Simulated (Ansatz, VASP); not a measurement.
# Cd: VASP beside Ansatz

The input INCAR:

```
  ALGO = Normal
  EDIFF = 1E-6
  ENCUT = 520
  GGA = CA
  ISIF = 2
  ISMEAR = -1
  LASPH = True
  LCHARG = False
  LREAL = False
  LWAVE = False
  NBANDS = 12
  NELM = 60
  PREC = Accurate
  SIGMA = 0.1
```

Contents of KPOINTS:

```
k-points
0
Gamma
  15 15 15
```

POSCAR

```
Cd
1.0
   -1.3172926284      1.3172926284      1.3172926284
    1.3172926284     -1.3172926284      1.3172926284
    1.3172926284      1.3172926284     -1.3172926284
Cd
1
Direct
    0.0000000000      0.0000000000      0.0000000000
```

Input for Ansatz:

```yaml
crystal:
  lattice:
    - [-1.3172926284, 1.3172926284, 1.3172926284]
    - [1.3172926284, -1.3172926284, 1.3172926284]
    - [1.3172926284, 1.3172926284, -1.3172926284]
  atoms:
    - { symbol: Cd, position: [0.0, 0.0, 0.0] }
kpoints:
  mp_grid: { grid: [15, 15, 15] }
scf:
  occupations: { method: fermi_dirac, width: 0.1 }
hamiltonian:
  xc: lda
  pseudopotentials: { kind: paw, level: accurate }
output:
  forces: true
  stress: true
  eigenvalues: true
  write_density: true
  write_potential: true
  elf: true
  volumetric_format: npy
```

Alike in both runs: task single point; functional LDA; k mesh 15 × 15 × 15; occupations fermi-dirac, width 0.1 eV; no spin polarisation.

|  | VASP | Ansatz |
| --- | --- | --- |
| version | VASP 6.6.1 | Ansatz 0.2.0 |
| potentials or method | VASP PAW LDA potentials, release 64 (Cd) | PAW with other files of Ansatz's library (level accurate), scalar-relativistic |
| plane-wave cutoff (eV) | 520 | 620 |
| valence electrons in the cell | 12 | 20 |

```tsv
	VASP	Ansatz	Ansatz less VASP
pressure (GPa)	495.9	465.7	-30.23
```

LDA's correlation is that of Perdew and Zunger in VASP and of Perdew and Wang (1992) in Ansatz. Both programs put the cell under a high pressure, so it lies far from rest at this level. VASP's potentials hold 12 valence electrons a cell and Ansatz's 20, so a difference there can come from the potentials and not from the codes.

Noted on VASP's run: the cell as given lies far from equilibrium.
